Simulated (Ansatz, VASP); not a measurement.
**SiW6: VASP beside Ansatz**

INCAR

```
SYSTEM = SiW6
ALGO     = Normal         ! electronic algorithm
DIPOL    = 0.5 0.5 0.323
EDIFF    = 1E-6           ! SCF threshold, eV
ENCUT    = 520            ! plane-wave cutoff, eV
GGA      = PE             ! functional
IDIPOL   = 3            
ISIF     = 2              ! what is computed and relaxed
ISMEAR   = 0              ! smearing method
IVDW     = 12             ! dispersion correction
LASPH    = .TRUE.         ! aspherical terms in the spheres
LCHARG   = .FALSE.        ! write CHGCAR
LDIPOL   = .TRUE.       
LREAL    = .FALSE.        ! projectors in reciprocal space
LWAVE    = .FALSE.        ! write WAVECAR
NBANDS   = 53             ! bands
NELM     = 60             ! most SCF steps
PREC     = Accurate       ! precision mode
SIGMA    = 0.1            ! smearing width, eV
```

File KPOINTS:

```
k-points
0
G
  6 6 1
  0 0 0
```

File POSCAR:

```
SiW6
1.0
    4.4682526257      0.0000000000      0.0000000000
   -2.2341263128      3.8696202844      0.0000000000
    0.0000000000      0.0000000000     21.6259061357
W Si
6 1
Direct
    0.6666666667      0.3333333333      0.1849633479
    0.3333333333      0.6666666667      0.2271386095
    0.0000000000      0.0000000000      0.2693138710
    0.6666666667      0.3333333333      0.3085097946
    0.3333333333      0.6666666667      0.3483008428
    0.0000000000      0.0000000000      0.3849968683
    0.0000000000      0.0000000000      0.5375916303
```

Input for Ansatz:

```yaml
crystal:
  lattice:
    - [4.4682526257, 0.0, 0.0]
    - [-2.2341263128, 3.8696202844, 0.0]
    - [0.0, 0.0, 21.6259061357]
  atoms:
    - { symbol: W, position: [0.6666666667, 0.3333333333, 0.1849633479] }
    - { symbol: W, position: [0.3333333333, 0.6666666667, 0.2271386095] }
    - { symbol: W, position: [0.0, 0.0, 0.269313871] }
    - { symbol: W, position: [0.6666666667, 0.3333333333, 0.3085097946] }
    - { symbol: W, position: [0.3333333333, 0.6666666667, 0.3483008428] }
    - { symbol: W, position: [0.0, 0.0, 0.3849968683] }
    - { symbol: Si, position: [0.0, 0.0, 0.5375916303] }
basis:
  ecutwfc: 420
kpoints:
  mp_grid: { grid: [6, 6, 1] }
hamiltonian:
  xc: pbe
  pseudopotentials: { kind: paw, azcp: { folder: soft_1 } }
  dispersion: d3bj
scf:
  occupations: { method: gaussian, width: 0.1 }
output:
  forces: true
  eigenvalues: true
efield:
  axis: 3
  dipole_correction: true
  ramp_width: 0.04
```

Alike in both runs: task single point; functional PBE; dispersion D3(BJ); k mesh 6 × 6 × 1; occupations gaussian, width 0.1 eV; no spin polarisation.

```csv
,VASP,Ansatz
version,VASP 6.6.1,Ansatz 0.2.0
potentials or method,"VASP PAW PBE potentials, release 64 (W_sv, Si), cutoff 520 eV","scalar-relativistic, plane waves, PAW"
valence electrons in the cell,88,88
```

```tsv
	VASP	Ansatz	Ansatz less VASP
gap on the k mesh at the Fermi level (eV)	none	none	-
rms of the force components (eV/Å)	0.892	0.881	-0.0106
```

Atom by atom the forces differ by 0.022 eV/Å (rms over components). A gap of «none» marks a metal or a gap that the smearing closes. Ansatz's warnings: dispersion switch in reach, vacuum below fermi.

Neither program's run includes spin-orbit coupling.
